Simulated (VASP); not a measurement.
InSe, 8 atoms in the cell. The structure is hexagonal, space group P-6m2 (No. 187). Conventional cell: a = 4.034 Å, b = 4.034 Å, c = 16.581 Å, α = 90.00°, β = 90.00°, γ = 120.00°. In (site symmetry 3m) has 3 Se at 2.66 Å and 1 In at 2.79 Å within 3.5 Å. In (site symmetry 3m) has 3 Se at 2.66 Å and 1 In at 2.79 Å within 3.5 Å. Within 3.5 Å of Se (site symmetry 3m) lie 3 In at 2.66 Å. Within 3.5 Å of Se (site symmetry 3m) lie 3 In at 2.66 Å. 

```yaml
Program: VASP 6.6.1
Task: single point
Functional: PBE
Dispersion: D4
Potentials_or_basis: VASP PAW PBE potentials, release 64 (In_d, Se)
Cutoff: 520 eV
k_mesh: 8 × 8 × 2
Occupations: fermi-dirac, width 0.05 eV
Spin: no spin polarisation
Dipole_correction: no
Further_INCAR_settings: ALGO = Normal; EDIFF = 1e-06; NBANDS = 48
```

Potentials or basis: VASP PAW PBE potentials, release 64 (In_d, Se).

The run is started by

```console
$ cat potpaw_PBE.64/In_d/POTCAR potpaw_PBE.64/Se/POTCAR > POTCAR
$ mpirun -np 1 vasp_std > vasp.out
```

Hardware: 1 thread of AMD EPYC 7R43 64-Core Processor (Zen 3), on a shared host.

How long does it take, and how much memory?

It took 6.2 min on 1 thread of AMD EPYC 7R43 64-Core Processor (Zen 3) (shared host), peak memory 0.38 GiB. Counts: scf iterations 15, k points 20.
